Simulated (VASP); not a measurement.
A run of VASP 6.6.1:

INCAR

```
SYSTEM = TePb
ALGO = Normal
EDIFF = 1E-6
ENCUT = 500
GGA = PS
GGA_COMPAT = .FALSE.
ISIF = 2
ISMEAR = -1
LASPH = .TRUE.
LCHARG = .FALSE.
LREAL = .FALSE.
LWAVE = .FALSE.
NBANDS = 17
NELM = 120
PREC = Accurate
SIGMA = 0.05
```

Contents of KPOINTS:

```
k-points
0
G
  9 9 9
  0 0 0
```

The input POSCAR:

```
TePb
1.0
    3.8641656126      0.0000000000      0.0000000000
    0.0000000000      3.8641656126      0.0000000000
    0.0000000000      0.0000000000      3.8641656126
Te Pb
1 1
Direct
    0.5000000000      0.5000000000      0.5000000000
    0.0000000000      0.0000000000      0.0000000000
```

Potentials or basis: VASP PAW PBE potentials, release 64 (Te, Pb_d).

Launch:

```console
$ cat potpaw_PBE.64/Te/POTCAR potpaw_PBE.64/Pb_d/POTCAR > POTCAR
$ mpirun -np 1 vasp_std > vasp.out
```

Hardware: 1 thread of AMD EPYC 9R45 96-Core Processor (Zen 5), with other jobs on the host.

Task: How long does it take, and how much memory?

Result: It took 14 s on 1 thread of AMD EPYC 9R45 96-Core Processor (Zen 5), with other jobs on the host, peak memory 0.15 GiB. Counts: scf iterations 12, k points 35.
